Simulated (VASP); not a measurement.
Set up this calculation in VASP 6.6.1, as the native input.

- Task: single point
- Functional: r2SCAN
- Potentials or basis: VASP PAW PBE potentials, release 64 (Pb_d, F)
- Cutoff: 520 eV
- k mesh: 8 × 8 × 8
- Occupations: gaussian, width 0.0138 eV
- Spin: no spin polarisation
- Dipole correction: no
- Further INCAR settings: ALGO = Normal; EDIFF = 1e-06; NBANDS = 21

Crystal: PbF2.

```
CELL_PARAMETERS angstrom
0.00000 2.93252 2.93252
2.93252 0.00000 2.93252
2.93252 2.93252 0.00000
ATOMIC_POSITIONS crystal
Pb 0.00000 0.00000 0.00000
F 0.25000 0.25000 0.25000
F 0.75000 0.75000 0.75000
```

The input as run:

POSCAR

```
PbF2
1.0
    0.0000000000      2.9325206900      2.9325206900
    2.9325206900      0.0000000000      2.9325206900
    2.9325206900      2.9325206900      0.0000000000
Pb F
1 2
Direct
    0.0000000000      0.0000000000      0.0000000000
    0.2500000000      0.2500000000      0.2500000000
    0.7500000000      0.7500000000      0.7500000000
```

INCAR.step1

```
SYSTEM = PbF2
PREC = Accurate ; ENCUT = 520
ISMEAR = 0 ; SIGMA = 0.0138
LREAL = .FALSE. ; LASPH = .TRUE.
NELM = 60 ; NBANDS = 21
GGA = PE ; ALGO = Normal
EDIFF = 1E-4 ; LWAVE = .TRUE.
LCHARG = .FALSE.
```

INCAR.step2

```
SYSTEM = PbF2
PREC = Accurate ; ENCUT = 520
EDIFF = 1E-6 ; ISMEAR = 0
SIGMA = 0.0138 ; LREAL = .FALSE.
LASPH = .TRUE. ; NELM = 60
ALGO = Normal ; ISIF = 2
LWAVE = .FALSE. ; LCHARG = .FALSE.
METAGGA = R2SCAN ; LMIXTAU = .TRUE.
NBANDS = 21 ; ISTART = 1
```

KPOINTS

```
regular mesh
0
G
  8 8 8
  0 0 0
```

Potentials or basis: VASP PAW PBE potentials, release 64 (Pb_d, F).

Launch:

```sh
$ cat potpaw_PBE.64/Pb_d/POTCAR potpaw_PBE.64/F/POTCAR > POTCAR
$ cp INCAR.step1 INCAR
$ mpirun -np 1 vasp_std > vasp.out
$ cp INCAR.step2 INCAR
$ mpirun -np 1 vasp_std > vasp.out
```

Results of the run:

* Pressure: 2.3 GPa
* Band gap on the k mesh: 4.92 eV, indirect (least direct gap 5.07 eV)

Caveat: the PAW data sets were made with another functional, which shifts forces and pressure a little; spin-orbit coupling is left out, which moves the levels of the heavy elements.

Wall time 3.2 min on 1 thread of AMD EPYC 7R13 Processor (Zen 3), with other jobs on the host, peak memory 0.16 GiB.
